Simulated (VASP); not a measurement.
Crystal: VCd.

```
CELL_PARAMETERS angstrom
2.91872 0.00000 0.00000
0.00000 2.91872 0.00000
0.00000 0.00000 3.96947
ATOMIC_POSITIONS crystal
V 0.00000 0.00000 0.00000
Cd 0.50000 0.50000 0.50000
```

- Program: VASP 6.6.1
- Task: relaxation of cell and atoms
- Functional: PBE
- Potentials or basis: VASP PAW PBE potentials, release 64 (V_sv, Cd)
- Cutoff: 600 eV
- k mesh: 14 × 14 × 10
- Occupations: gaussian, width 0.1 eV
- Spin: no spin polarisation

At the start: pressure 0.1 GPa; volume 16.91 Å³/atom.

Problem. How do energy, volume and symmetry change on relaxing?

Solution. Over 10 steps the energy falls by 51.9 meV/atom and the volume is 16.89 Å³/atom (-0.1 %); space group P4/mmm (No. 123, to 0.05 Å).

The path:
```csv
step,energy change (eV),largest force (eV/Å),pressure (GPa),volume (Å³)
1,0.0000,0.0000,0.09,33.82
2,-0.0302,0.0000,-0.15,33.85
3,-0.0958,0.0000,-0.17,33.79
4,0.1281,0.0000,5.75,33.04
5,-0.1032,0.0000,0.08,33.74
6,-0.1038,0.0000,0.25,33.72
7,-0.1038,0.0000,0.17,33.73
8,-0.1037,0.0000,-0.36,33.88
9,-0.1038,0.0000,-0.01,33.78
10,-0.1039,0.0000,0.03,33.77
```

Final structure:
```yaml
crystal:
  lattice:
    - [2.75701, 0.00000, 0.00000]
    - [0.00000, 2.75701, 0.00000]
    - [0.00000, 0.00000, 4.44315]
  atoms:
    - { symbol: V, position: [0.00000, 0.00000, 0.00000] }
    - { symbol: Cd, position: [0.50000, 0.50000, 0.50000] }
```
